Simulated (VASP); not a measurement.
# KCl (P4/mmm) in VASP: notebook

The runs below take KCl through single point, with HSE06, r2SCAN.

All numbers are computed with VASP 6.6.1; they aren't measurements. Logs are shortened: lines on timing, memory, paths and dates and some standing lists are left out, and cuts for length are marked.

## 1. The cell of the first run

The structure is tetragonal, space group P4/mmm (No. 123). Conventional cell: a = 3.986 Å, b = 3.986 Å, c = 3.771 Å, α = 90.00°, β = 90.00°, γ = 90.00°. K (site symmetry 4/mmm) has 8 Cl at 3.39 Å and 6 K at 3.77 to 3.99 Å within 4.5 Å. Cl (site symmetry 4/mmm) has 8 K at 3.39 Å and 6 Cl at 3.77 to 3.99 Å within 4.5 Å.

## 2. Single point, HSE06 (biaxial xy strain +5.7%)

Input file POSCAR:

```
KCl
1.0
    3.9857477641      0.0000000000      0.0000000000
    0.0000000000      3.9857477641      0.0000000000
    0.0000000000      0.0000000000      3.7711682885
K Cl
1 1
Direct
    0.0000000000      0.0000000000      0.0000000000
    0.5000000000      0.5000000000      0.5000000000
```

Input file INCAR.step1:

```
PREC = Accurate
ENCUT = 520
EDIFF = 1E-5
ISMEAR = 0
SIGMA = 0.01
LREAL = F
LASPH = T
NELM = 100
ALGO = Normal
ISIF = 2
LWAVE = T
NBANDS = 15
GGA = PE
```

Input file INCAR.step2:

```
PREC = Accurate
ENCUT = 520
EDIFF = 1E-6
ISMEAR = 0
SIGMA = 0.01
LREAL = F
LASPH = T
NELM = 100
ALGO = Normal
ISIF = 2
LWAVE = F
LCHARG = T
GGA = PE
LHFCALC = T
HFSCREEN = 0.2079
PRECFOCK = Normal
LELF = T
LVHAR = T
NBANDS = 15
ISTART = 1
```

Input file KPOINTS:

```
Automatic mesh
0
Gamma
  6 6 6
```

Potentials or basis: VASP PAW PBE potentials, release 64 (K_sv, Cl).

Started as:

```sh
$ cat potpaw_PBE.64/K_sv/POTCAR potpaw_PBE.64/Cl/POTCAR > POTCAR
$ cp INCAR.step1 INCAR
$ mpirun -np 1 vasp_std > vasp.out
$ cp INCAR.step2 INCAR
$ mpirun -np 1 vasp_std > vasp.out
```

OUTCAR:

```text
PREC = Accurate
   ENCUT = 520
   EDIFF = 1E-6
   ISMEAR = 0
   LREAL = F
   LASPH = T
   NELM = 100
   ISIF = 2
   GGA = PE
   LHFCALC = T
   HFSCREEN = 0.2079
   PRECFOCK = Normal
   ISTART = 1

 ion  position               nearest neighbor table
   1  0.000  0.000  0.000-
   2  0.500  0.500  0.500-

  LATTYP: Found a simple tetragonal cell.
 ALAT       =     3.9857477641
 C/A-ratio  =     0.9461633078

  Lattice vectors:

 A1 = (   3.9857477641,   0.0000000000,   0.0000000000)
 A2 = (   0.0000000000,   3.9857477641,   0.0000000000)
 A3 = (   0.0000000000,   0.0000000000,   3.7711682885)

Analysis of symmetry for initial positions (statically):
=====================================================================
 Subroutine PRICEL returns:
 Original cell was already a primitive cell.

 Routine SETGRP: Setting up the symmetry group for a
 simple tetragonal supercell.

 Subroutine GETGRP returns: Found 16 space group operations
 (whereof 16 operations were pure point group operations)
 out of a pool of 16 trial point group operations.

The static configuration has the point symmetry D_4h.

Analysis of symmetry for dynamics (positions and initial velocities):
=====================================================================
 Subroutine PRICEL returns:
 Original cell was already a primitive cell.

 Routine SETGRP: Setting up the symmetry group for a
 simple tetragonal supercell.

 Subroutine GETGRP returns: Found 16 space group operations
 (whereof 16 operations were pure point group operations)
 out of a pool of 16 trial point group operations.

The dynamic configuration has the point symmetry D_4h.

 Subroutine INISYM returns: Found 16 space group operations
 (whereof 16 operations are pure point group operations),
 and found     1 'primitive' translations

----------------------------------------------------------------------------------------

                                     Primitive cell

  volume of cell :      59.9095

  direct lattice vectors                    reciprocal lattice vectors
     3.985747764  0.000000000  0.000000000     0.250893950  0.000000000  0.000000000
     0.000000000  3.985747764  0.000000000     0.000000000  0.250893950  0.000000000
     0.000000000  0.000000000  3.771168289     0.000000000  0.000000000  0.265169816

  length of vectors
     3.985747764  3.985747764  3.771168289     0.250893950  0.250893950  0.265169816

  position of ions in fractional coordinates (direct lattice)
     0.000000000  0.000000000  0.000000000
     0.500000000  0.500000000  0.500000000

  ion indices of the primitive-cell ions
   primitive index   ion index
                 1           1
                 2           2

----------------------------------------------------------------------------------------

 KPOINTS: Automatic mesh

Automatic generation of k-mesh.
 Grid dimensions read from file:
 generate k-points for:    6    6    6

 Generating k-lattice:

  Cartesian coordinates                     Fractional coordinates (reciprocal lattice)
     0.041815658  0.000000000  0.000000000     0.166666667  0.000000000  0.000000000
     0.000000000  0.041815658  0.000000000     0.000000000  0.166666667  0.000000000
     0.000000000  0.000000000  0.044194969     0.000000000  0.000000000  0.166666667

  Length of vectors
     0.041815658  0.041815658  0.044194969

  Shift w.r.t. Gamma in fractional coordinates (k-lattice)
     0.000000000  0.000000000  0.000000000

 Subroutine IBZKPT returns following result:
 ===========================================

 Found     40 irreducible k-points:

 Following reciprocal coordinates:
            Coordinates               Weight
  0.000000  0.000000  0.000000      1.000000
  0.166667  0.000000  0.000000      4.000000
  0.333333  0.000000  0.000000      4.000000
  0.500000  0.000000  0.000000      2.000000
  0.166667  0.166667  0.000000      4.000000
  0.333333  0.166667  0.000000      8.000000
[... 16 lines left out ...]
  0.333333  0.000000  0.333333      8.000000
  0.500000  0.000000  0.333333      4.000000
 [... further k-points ...]
   k-points           NKPTS =     40   k-points in BZ     NKDIM =    216   number of bands    NBANDS=     15
   number of dos      NEDOS =    301   number of ions     NIONS =      2
   total plane-waves  NPLWV =  25200
   dimension x,y,z NGX =    30 NGY =   30 NGZ =   28
   dimension x,y,z NGXF=    60 NGYF=   60 NGZF=   56
   ions per type =               1   1
   NGX,Y,Z   is equivalent  to a cutoff of  12.51, 12.51, 12.34 a.u.
   NGXF,Y,Z  is equivalent  to a cutoff of  25.03, 25.03, 24.69 a.u.
 SYSTEM =  unknown system
   PREC   = accura    normal or accurate (medium, high low for compatibility)
   ISTART =      1    job   : 0-new  1-cont  2-samecut
   ICHARG =      0    charge: 1-file 2-atom 10-const
   ISPIN  =      1    spin polarized calculation?
   LNONCOLLINEAR =      F non collinear calculations
   LSORBIT =      F    spin-orbit coupling
   LASPH  =      T    aspherical Exc in radial PAW
   ENCUT  =  520.0 eV  38.22 Ry    6.18 a.u.   7.41  7.41  7.01*2*pi/ulx,y,z
   NELM   =    100;   NELMIN=  2; NELMDL=  0     # of ELM steps
   EDIFF  = 0.1E-05   stopping-criterion for ELM
   LREAL  =      F    real-space projection
   EDIFFG = 0.1E-04   stopping-criterion for IOM
   NSW    =      0    number of steps for IOM
   IBRION =     -1    ionic relax: 0-MD 1-quasi-New 2-CG
   NFREE  =      0    steps in history (QN), initial steepest desc. (CG)
   ISIF   =      2    stress and relaxation
   ISYM   =      3    0-nonsym 1-usesym 2-fastsym
   POTIM  = 0.5000    time-step for ionic-motion
   TEBEG  =    0.0;   TEEND  =   0.0 temperature during run
   PSTRESS=    0.0 pullay stress
   NELECT =      16.0000    total number of electrons
   NUPDOWN=      -1.0000    fix difference up-down
   EMIN   =  10.00;   EMAX   =-10.00  energy-range for DOS
   EFERMI =   0.00;   METHOD = LEGACY
   ISMEAR =     0;   SIGMA  =   0.01  broadening in eV -4-tet -1-fermi 0-gaus
   EFERMI_NEDOS =   21; number of points for ismear=-14 and -15
   IALGO  =     38    algorithm
   IMIX   =      1    mixing-type and parameters
     AMIX     =   0.40;   BMIX     =  1.00
     AMIX_MAG =   1.60;   BMIX_MAG =  1.00
  volume/ion in A,a.u.               =      29.95       202.14
  Fermi-wavevector in a.u.,A,eV,Ry     =   1.054265  1.992271 15.122521  1.111474
  Thomas-Fermi vector in A             =   2.189418
   LORBIT       =      0    0 simple, 1 ext, 2 COOP (PROOUT), +10 PAW based schemes
   GGA     = PE    functional components
   LHFCALC =     T    Hartree Fock is set to
   PRECFOCK=normal    Normal, Fast or Accurate (Low or Medium for compatibility)
   ENCUT4O =  -1.0   cutoff for four orbital integrals eV
   NKREDX  =     1    reduce k-point grid by
   NKREDY  =     1    reduce k-point grid by
   NKREDZ  =     1    reduce k-point grid by
   AEXX    =    0.2500 exact exchange contribution
   HFSCREEN=    0.2079 screening length (either q_TF or 0.3 A-1)
   HFSCREENC=   0.2079 screening length for correlation (either q_TF or 0.3 A-1)
   ENCUTFOCK=  -1.0 apply spherical cutoff to Coloumb kernel
   IVDW    =     0    specifies the selected vdW correction
   LEPSILON=     F    determine dielectric tensor
   LRPA    =     F    only Hartree local field effects (RPA)
 non-spin polarized calculation
 Gauss-broadening in eV      SIGMA  =   0.01
  energy-cutoff  :      520.00
  volume of cell :       59.91
 maximum number of plane-waves:      1639
 NGX is ok and might be reduce to    30
  NGX = 24; NGY = 24; NGZ = 24

 number of electron      15.9999998 magnetization

 Free energy of the ion-electron system (eV)
  ---------------------------------------------------
  ext. energy  EPLUGINS =         0.00000000
  ---------------------------------------------------
  free energy    TOTEN  =        -7.68304983 eV

  energy without entropy =       -7.68304983  energy(sigma->0) =       -7.68304983

 E-fermi :  -1.7693     XC(G=0):  -6.5382

 val. band max:       -1.8717154977   @ k =   0.5000   0.5000   0.0000
 cond. band min:       3.8033637935   @ k =   0.0000   0.0000   0.0000
 fundamental gap:      5.6750792913
 Fermi energy:        -1.7692933579

 k-point     1 :       0.0000    0.0000    0.0000
  band No.  band energies     occupation
      1     -32.3506      2.00000
      2     -15.6817      2.00000
      3     -14.3958      2.00000
      4     -14.3958      2.00000
      5     -14.3755      2.00000
      6      -2.3342      2.00000
      7      -2.3342      2.00000
      8      -2.0410      2.00000
      9       3.8034      0.00000
     10       5.8524      0.00000
     11       6.1223      0.00000
     12       9.9968      0.00000
     13      10.4103      0.00000
     14      10.4103      0.00000
     15      12.8268      0.00000

 k-point     2 :       0.1667    0.0000    0.0000
  band No.  band energies     occupation
      1     -32.3475      2.00000
      2     -15.7139      2.00000
      3     -14.3899      2.00000
      4     -14.3705      2.00000
      5     -14.3637      2.00000
      6      -2.7458      2.00000
      7      -2.3372      2.00000
      8      -2.0382      2.00000
      9       4.3895      0.00000
     10       6.2347      0.00000
     11       6.4200      0.00000
     12       9.9462      0.00000
     13      10.3162      0.00000
     14      10.5307      0.00000
     15      11.9667      0.00000

 k-point     3 :       0.3333    0.0000    0.0000
  band No.  band energies     occupation
      1     -32.3414      2.00000
      2     -15.7783      2.00000
      3     -14.3778      2.00000
      4     -14.3604      2.00000
      5     -14.2965      2.00000
      6      -3.4307      2.00000
      7      -2.3438      2.00000
      8      -2.0330      2.00000
      9       5.6503      0.00000
     10       6.8766      0.00000
     11       7.2149      0.00000
     12       9.9717      0.00000
     13      10.2200      0.00000
     14      10.3933      0.00000
     15      10.8079      0.00000

 k-point     4 :       0.5000    0.0000    0.0000
  band No.  band energies     occupation
      1     -32.3383      2.00000
      2     -15.8106      2.00000
      3     -14.3718      2.00000
      4     -14.3553      2.00000
      5     -14.2614      2.00000
      6      -3.7280      2.00000
      7      -2.3473      2.00000
      8      -2.0305      2.00000
      9       6.7148      0.00000
     10       7.0759      0.00000
     11       7.4881      0.00000
     12       9.5276      0.00000
     13      10.1161      0.00000
     14      10.2331      0.00000
     15      10.9722      0.00000
[... 307 lines left out ...]
 k-point    22 :       0.1667    0.0000    0.3333
  band No.  band energies     occupation
      1     -32.3304      2.00000
      2     -15.6857      2.00000
      3     -14.4604      2.00000
      4     -14.3644      2.00000
      5     -14.3400      2.00000
      6      -3.3160      2.00000
      7      -2.5673      2.00000
      8      -2.2632      2.00000
      9       5.9262      0.00000
     10       6.8930      0.00000
     11       7.8237      0.00000
     12       9.2448      0.00000
     13       9.3374      0.00000
     14      10.1321      0.00000
     15      11.1558      0.00000

 k-point    23 :       0.3333    0.0000    0.3333
  band No.  band energies     occupation
      1     -32.3246      2.00000
      2     -15.5854      2.00000
      3     -14.5501      2.00000
      4     -14.3948      2.00000
      5     -14.3554      2.00000
      6      -3.1872      2.00000
      7      -3.0081      2.00000
      8      -2.1984      2.00000
      9       6.0636      0.00000
     10       6.6828      0.00000
     11       8.6539      0.00000
     12       8.7806      0.00000
     13       9.2324      0.00000
     14       9.2819      0.00000
     15      11.5441      0.00000

 k-point    24 :       0.5000    0.0000    0.3333
  band No.  band energies     occupation
      1     -32.3217      2.00000
      2     -15.5323      2.00000
      3     -14.5724      2.00000
      4     -14.4471      2.00000
      5     -14.3508      2.00000
      6      -3.3061      2.00000
      7      -3.0183      2.00000
      8      -2.1653      2.00000
      9       5.9431      0.00000
     10       6.6362      0.00000
     11       8.5426      0.00000
     12       8.7518      0.00000
     13       9.0060      0.00000
     14      10.1199      0.00000
     15      11.5100      0.00000

 [... further k-points ...]

------------------------ aborting loop because EDIFF is reached ----------------------------------------

  FORCE on cell =-STRESS in cart. coord.  units (eV):
  Direction    XX          YY          ZZ          XY          YZ          ZX
  --------------------------------------------------------------------------------------
  -------------------------------------------------------------------------------------
  Total       -0.7816887     -0.7816887      0.0764826      0.0000000      0.0000000     -0.0000000
  in kB      -20.9049381    -20.9049381      2.0453966      0.0000000      0.0000000     -0.0000000
  external PRESSURE =     -13.2548265 kB  Pullay stress =       0.0000000 kB

 VOLUME and BASIS-vectors are now :
 -----------------------------------------------------------------------------
  energy-cutoff  :      520.00
  volume of cell :       59.91
      direct lattice vectors                 reciprocal lattice vectors
     3.985747764  0.000000000  0.000000000     0.250893950  0.000000000  0.000000000
     0.000000000  3.985747764  0.000000000     0.000000000  0.250893950  0.000000000
     0.000000000  0.000000000  3.771168289     0.000000000  0.000000000  0.265169816

 POSITION                                       TOTAL-FORCE (eV/Angst)
 -----------------------------------------------------------------------------------
      0.00000      0.00000      0.00000         0.000000      0.000000      0.000000
      1.99287      1.99287      1.88558         0.000000      0.000000      0.000000
 -----------------------------------------------------------------------------------
    total drift:                                0.000001      0.000007      0.000003

  FREE ENERGIE OF THE ION-ELECTRON SYSTEM (eV)
  ---------------------------------------------------
  free  energy   TOTEN  =        -7.6830498276 eV

  energy  without entropy=       -7.6830498276  energy(sigma->0) =       -7.68304983
```

Run time: 67 min. Hardware: 1 thread of Intel Xeon Platinum 8259CL at 2.50GHz (Skylake/Cascade Lake), shared host; peak memory 0.32 GiB.

What came out:

```yaml
Free_energy: -7.6830 eV
Pressure: -1.3 GPa
Band_gap_on_the_k_mesh: 5.68 eV, indirect (least direct gap 5.84 eV)
```

Levels at points of the mesh, in eV from the valence-band top:
```
           k point  band 4  band 5  band 6  band 7  band 8  band 9  band 10  band 11  band 12  band 13
(0.00, 0.00, 0.00)  -12.52  -12.50   -0.46   -0.46   -0.17    5.68     7.72     7.99    11.87    12.28
(0.50, 0.00, 0.00)  -12.48  -12.39   -1.86   -0.48   -0.16    8.59     8.95     9.36    11.40    11.99
(0.50, 0.50, 0.00)  -12.69  -12.47   -1.36   -1.36    0.00    7.20     8.80    10.69    10.69    12.09
(0.00, 0.00, 0.50)  -12.49  -12.47   -1.89   -0.41   -0.41    8.62     9.35     9.45    11.25    11.66
(0.50, 0.00, 0.50)  -12.67  -12.47   -1.42   -1.28   -0.23    7.38     8.36    10.06    10.26    12.10
(0.50, 0.50, 0.50)  -12.63  -12.63   -1.49   -1.38   -1.38    9.76     9.76     9.90    11.00    11.00
```

Caveat: the cell differs from its parent crystal (biaxial xy strain +5.7%); the PAW data sets were made with another functional, which shifts forces and pressure a little. A k mesh can miss the band edges.

## 3. Single point, r2SCAN (biaxial xy strain +5.7%)

POSCAR is that of step 2.

Input file INCAR.step1:

```
ALGO = Normal
EDIFF = 1E-4
ENCUT = 520
GGA = PE
ISMEAR = 0
LASPH = True
LCHARG = False
LREAL = False
LWAVE = True
NBANDS = 15
NELM = 100
PREC = Accurate
SIGMA = 0.01
```

Input file INCAR.step2:

```
ALGO = Normal
EDIFF = 1E-6
ENCUT = 520
ISIF = 2
ISMEAR = 0
ISTART = 1
LASPH = True
LCHARG = True
LELF = True
LMIXTAU = True
LREAL = False
LVHAR = True
LWAVE = False
METAGGA = R2SCAN
NBANDS = 15
NELM = 100
PREC = Accurate
SIGMA = 0.01
```

Input file KPOINTS:

```
k-points
0
Gamma
  8 8 8
```

Potentials or basis: VASP PAW PBE potentials, release 64 (K_sv, Cl).

Started as:

```sh
$ cat potpaw_PBE.64/K_sv/POTCAR potpaw_PBE.64/Cl/POTCAR > POTCAR
$ cp INCAR.step1 INCAR
$ mpirun -np 1 vasp_std > vasp.out
$ cp INCAR.step2 INCAR
$ mpirun -np 1 vasp_std > vasp.out
```

It took 2.9 min on 1 thread of Intel Xeon Platinum 8259CL at 2.50GHz (Skylake/Cascade Lake), shared host; peak memory 0.21 GiB.

It converged, with:

- Free energy: -16.3505 eV
- Pressure: -2.0 GPa
- Band gap on the k mesh: 5.11 eV, indirect (least direct gap 5.27 eV)

Stress tensor (GPa, compression positive):
```
-2.73  0.00  0.00
 0.00 -2.73  0.00
 0.00  0.00 -0.43
```

Levels at points of the mesh, in eV from the valence-band top:
| k point | band 4 | band 5 | band 6 | band 7 | band 8 | band 9 | band 10 | band 11 | band 12 | band 13 |
| --- | --- | --- | --- | --- | --- | --- | --- | --- | --- | --- |
| (0.00, 0.00, 0.00) | -12.11 | -12.09 | -0.45 | -0.45 | -0.16 | 5.11 | 6.89 | 7.15 | 10.89 | 11.26 |
| (0.50, 0.00, 0.00) | -12.07 | -11.96 | -1.77 | -0.47 | -0.15 | 7.96 | 8.12 | 8.51 | 10.70 | 11.01 |
| (0.50, 0.50, 0.00) | -12.26 | -12.06 | -1.30 | -1.30 | 0.00 | 6.50 | 8.06 | 9.79 | 9.79 | 11.43 |
| (0.00, 0.00, 0.50) | -12.07 | -12.04 | -1.79 | -0.41 | -0.41 | 8.00 | 8.40 | 8.73 | 10.54 | 10.69 |
| (0.50, 0.00, 0.50) | -12.24 | -12.06 | -1.35 | -1.23 | -0.23 | 6.66 | 7.60 | 9.19 | 9.39 | 11.48 |
| (0.50, 0.50, 0.50) | -12.21 | -12.21 | -1.42 | -1.33 | -1.33 | 9.07 | 9.07 | 9.24 | 10.11 | 10.11 |

Caveat: the cell differs from its parent crystal (biaxial xy strain +5.7%); the PAW data sets were made with another functional, which shifts forces and pressure a little. A k mesh can miss the band edges.
